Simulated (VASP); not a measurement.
Crystal: Zr.

```
CELL_PARAMETERS angstrom
0.00000 2.25500 2.25500
2.25500 0.00000 2.25500
2.25500 2.25500 0.00000
ATOMIC_POSITIONS crystal
Zr 0.00000 0.00000 0.00000
```

Base run:

```yaml
Program: VASP 6.6.1
Functional: PBE
Potentials_or_basis: VASP PAW PBE potentials, release 64 (Zr_sv)
Cutoff: 520 eV
k_mesh: 13 × 13 × 13
Occupations: fermi-dirac, width 0.05 eV
Spin: no spin polarisation
```

Its results: band gap on the k mesh zero (band 6 reaches 10.04 eV, above the bottom of band 7 at 8.48 eV); pressure 1.2 GPa.

Q: After a change of settings the same cell gave: band gap on the k mesh zero (band 6 reaches 10.21 eV, above the bottom of band 7 at 8.46 eV); pressure 1.8 GPa. Which change was it?
A. functional from PBE to LDA; potentials or basis from VASP PAW PBE potentials, release 64 (Zr_sv) to VASP PAW LDA potentials, release 64 (Zr_sv)
B. functional from PBE to r2SCAN
C. functional from PBE to PBEsol

A: B.

Caveats: the PAW data sets were made with another functional, which shifts forces and pressure a little (some runs).
